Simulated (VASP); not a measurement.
Cl, 4 atoms in the cell. Symmetry: Cmce, No. 64, orthorhombic system. Conventional cell: a = 6.528 Å, b = 4.115 Å, c = 8.402 Å, α = 90.00°, β = 90.00°, γ = 90.00°. Within 2.6 Å of Cl (site symmetry m) lie 1 Cl at 2.00 Å. 

```yaml
Program: VASP 6.6.1
Task: relaxation of cell and atoms
Functional: PBE
Dispersion: D3(BJ)
Potentials_or_basis: VASP PAW PBE potentials, release 64 (Cl)
Cutoff: 600 eV
k_mesh: 6 × 6 × 4
Occupations: fermi-dirac, width 0.02 eV
Spin: no spin polarisation
Dipole_correction: no
Further_INCAR_settings: ALGO = Normal; EDIFF = 1e-06; IBRION = 2; EDIFFG = -0.005; NSW = 80; ISIF = 3
```

Potentials or basis: VASP PAW PBE potentials, release 64 (Cl).

Run with:

```sh
$ cat potpaw_PBE.64/Cl/POTCAR > POTCAR
$ mpirun -np 1 vasp_std > vasp.out
```

Hardware: 1 thread of Intel(R) Xeon(R) 6975P-C (Granite Rapids), with other jobs on the host.

Task: Estimate the wall time of this run.

Result: It took 5.8 min on 1 thread of Intel(R) Xeon(R) 6975P-C (Granite Rapids), with other jobs on the host, peak memory 0.29 GiB. Counts: scf iterations 108, k points 39, ion steps 16.
